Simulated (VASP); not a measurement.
A run of VASP 6.6.1 is set up as follows.

The input INCAR:

```
SYSTEM = Zn
PREC = Accurate
ENCUT = 600
EDIFF = 1E-6
ISMEAR = -1
SIGMA = 0.05
LREAL = .False.
LASPH = .True.
NELM = 100
ALGO = Normal
ISIF = 3
LWAVE = .False.
LCHARG = .False.
GGA = CA
IBRION = 2
NSW = 80
EDIFFG = -0.01
PSTRESS = 200.0
```

KPOINTS

```
regular mesh
0
Gamma
  7 7 4
  0 0 0
```

The input POSCAR:

```
Zn
1.0
    2.6700000000      0.0000000000      0.0000000000
   -1.3350000000      2.3122878300      0.0000000000
    0.0000000000      0.0000000000      4.9660000000
Zn
2
Direct
    0.3333333333      0.6666666667      0.2500000000
    0.6666666667      0.3333333333      0.7500000000
```

Potentials or basis: VASP PAW LDA potentials, release 64 (Zn).

Command:

```bash
$ cat potpaw_LDA.64/Zn/POTCAR > POTCAR
$ mpirun -np 1 vasp_std > vasp.out
```

(1) Estimate the space group after relaxing (to 0.05 Å).

(2) Predict the relaxed volume.

(3) Estimate the relaxed cell.

(4) What does it give for the band gap on the k mesh?

Answers

(1) P6_3/mmc (No. 194).

(2) 11.78 Å³/atom.

(3) a = 2.498 Å, b = 2.498 Å, c = 4.360 Å, α = 90.00°, β = 90.00°, γ = 120.00°.

(4) zero (band 12 reaches 6.19 eV, above the bottom of band 13 at 3.02 eV).

Caveat: the k points lie up to 0.41 Å⁻¹ apart in the final cell; the cell is relaxed towards a set pressure, so the enthalpy falls and the energy may rise; the volume moved by over 15 % at a fixed basis, so the end points are rough.
